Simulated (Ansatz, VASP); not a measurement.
# One calculation of KCl, two programs

File INCAR:

```
ALGO     = Normal         # electronic algorithm
EDIFF    = 1E-8           # SCF threshold, eV
ENCUT    = 520            # plane-wave cutoff, eV
GGA      = PE             # functional
ISIF     = 2              # what is computed and relaxed
ISMEAR   = -1             # smearing method
LASPH    = True           # aspherical terms in the spheres
LCHARG   = False          # write CHGCAR
LEFG     = True         
LREAL    = False          # projectors in reciprocal space
LWAVE    = False          # write WAVECAR
NBANDS   = 15             # bands
NELM     = 100            # most SCF steps
PREC     = Accurate       # precision mode
SIGMA    = 0.02           # smearing width, eV
```

File KPOINTS:

```
k-points
0
Gamma
  7 7 7
```

POSCAR

```
KCl
1.0
    3.6703400000      0.0000000000      0.0000000000
    0.0000000000      3.6703400000      0.0000000000
    0.0000000000      0.0000000000      3.6340000000
K Cl
1 1
Direct
    0.0000000000      0.0000000000      0.0000000000
    0.5000000000      0.5000000000      0.5000000000
```

Input for Ansatz:

```yaml
crystal:
  lattice:
    - [3.67034, 0.0, 0.0]
    - [0.0, 3.67034, 0.0]
    - [0.0, 0.0, 3.634]
  atoms:
    - { symbol: K, position: [0.0, 0.0, 0.0] }
    - { symbol: Cl, position: [0.5, 0.5, 0.5] }
kpoints:
  mp_grid: { grid: [7, 7, 7] }
scf:
  occupations: { method: fermi_dirac, width: 0.02 }
hamiltonian:
  xc: pbe
  pseudopotentials: { kind: all_electron, datasets: crystal }
output:
  forces: true
  stress: true
  eigenvalues: true
  efg: { contact_densities: true }
```

Change from the starting cell: equal xx and yy strain of +1 %, crystal datasets.

Alike in both runs: task electric field gradients; functional PBE; k mesh 7 × 7 × 7; occupations fermi-dirac, width 0.02 eV; no spin polarisation.

```csv
,VASP,Ansatz
version,VASP 6.6.1,Ansatz 0.2.0
potentials or method,"VASP PAW PBE potentials, release 64 (K_sv, Cl), cutoff 520 eV","all-electron PAW with datasets made for the crystal, scalar-relativistic"
```

```csv
,VASP,Ansatz,Ansatz less VASP
gap on the k mesh at the Fermi level (eV),5.47,5.47,+0.002
pressure (GPa),3.8,3.7,-0.06
"traceless stress, the component that is largest in VASP (GPa)",0.34,0.34,+0.002
size of Vzz on the site where it differs most (V/Å²),2.6,2.6,+0.06
```

Ansatz ran all-electron here, and VASP with PAW potentials.
